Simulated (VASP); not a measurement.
GaP: single point with PBE

GaP:

```
Ga P
1.0
     0.00000    2.75256    2.75256
     2.75256    0.00000    2.75256
     2.75256    2.75256    0.00000
Ga P
1 1
Direct
  0.00000 0.00000 0.00000
  0.25000 0.25000 0.25000
```

```
Program             : VASP 6.6.1
Task                : single point
Functional          : PBE
Potentials or basis : VASP PAW PBE potentials, release 64 (Ga_d, P)
Cutoff              : 520 eV
k mesh              : 8 × 8 × 8
Occupations         : gaussian, width 0.02 eV
Spin                : no spin polarisation
```

The pressure is 0.0 GPa and the band gap on the k mesh is 1.58 eV, direct.

Levels at points of the mesh, in eV from the valence-band top:
```csv
k point,band 6,band 7,band 8,band 9,band 10,band 11,band 12,band 13
"(0.00, 0.00, 0.00)",-12.27,0.00,0.00,0.00,1.58,3.90,3.90,3.90
"(0.50, 0.00, 0.00)",-10.30,-6.46,-1.07,-1.07,1.58,4.73,4.73,8.23
"(0.50, 0.50, 0.00)",-9.44,-6.61,-2.58,-2.58,1.72,1.85,10.37,10.37
```

Wall time 14 s on 1 thread of Intel(R) Xeon(R) Platinum 8488C (Sapphire Rapids), on a shared host, peak memory 0.17 GiB.

A k mesh can miss the band edges. A hybrid or GW would open this gap; PBE tends to underestimate it.
